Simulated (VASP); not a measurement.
Runs of VASP 6.6.1 on RbAgBr2. It takes space group P4/mmm (No. 123, tetragonal). Conventional cell: a = 4.518 Å, b = 4.518 Å, c = 6.356 Å, α = 90.00°, β = 90.00°, γ = 90.00°. Within 4.2 Å of Rb (site symmetry 4/mmm) lie 6 Br at 3.18 to 3.19 Å. Br (site symmetry 4/mmm) has 2 Rb at 3.18 Å and 4 Ag at 3.19 Å within 4.2 Å. Within 4.2 Å of Br (site symmetry 4/mmm) lie 2 Ag at 3.18 Å and 4 Rb at 3.19 Å. Within 4.2 Å of Ag (site symmetry 4/mmm) lie 6 Br at 3.18 to 3.19 Å. 

```csv
level,k mesh,smearing,gap on the mesh (eV),pressure (GPa)
PBE,4 × 4 × 4,gaussian 0.01 eV,1.18,0.9
PBE,4 × 4 × 4,fermi-dirac 0.05 eV,1.18,0.9
r2SCAN,4 × 4 × 4,gaussian 0.01 eV,1.71,0.0
PBE,8 × 8 × 1,gaussian 0.01 eV,1.36,(a)
PBE,4 × 4 × 4,fermi-dirac 0.001 eV,1.18,0.9
PBE,3 × 3 × 3,gaussian 0.01 eV,(b),0.9
PBE,2 × 2 × 2,gaussian 0.01 eV,1.17,1.5
```

Alike in all rows: task single point; potentials or basis VASP PAW PBE potentials, release 64 (Rb_sv, Br, Ag); no spin polarisation; cell as given; cutoff (eV) 520.

**Question.** Estimate the missing entries.

**Answer.** (a) 1.4; (b) 1.48.

Caveats: some runs use coarse meshes; the PAW data sets were made with another functional, which shifts forces and pressure a little (some runs).

A k mesh can miss the band edges, and the runs leave out spin-orbit coupling on Ag, Br, Rb.
